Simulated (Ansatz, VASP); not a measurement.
# HgTe: VASP beside Ansatz

```
Hg Te
1.0
     4.81951    0.00000    0.00000
    -2.40976    4.17382    0.00000
     0.00000    0.00000    7.19621
Hg Te
2 2
Direct
  0.33333 0.66667 0.25000
  0.66667 0.33333 0.75000
  0.66667 0.33333 0.25000
  0.33333 0.66667 0.75000
```

Alike in both runs: task single point; functional LDA; k mesh 6 × 6 × 4; occupations fermi-dirac, width 0.02 eV; no spin polarisation.

|  | VASP | Ansatz |
| --- | --- | --- |
| version | VASP 6.6.1 | Ansatz 0.2.0 |
| potentials or method | VASP PAW LDA potentials, release 64 (Hg, Te) | plane waves, PAW |
| plane-wave cutoff (eV) | 520 | 420 |
| valence electrons in the cell | 36 | 72 |

```csv
,VASP,Ansatz,Ansatz less VASP
pressure (GPa),-2.3,-2.5,-0.19
"traceless stress, the component that is largest in VASP (GPa)",0.15,0.35,+0.194
```

LDA's correlation is that of Perdew and Zunger in VASP and of Perdew and Wang (1992) in Ansatz. VASP's potentials hold 36 valence electrons a cell and Ansatz's 72, so a difference there can come from the potentials and not from the codes.

Spin-orbit coupling is off throughout.
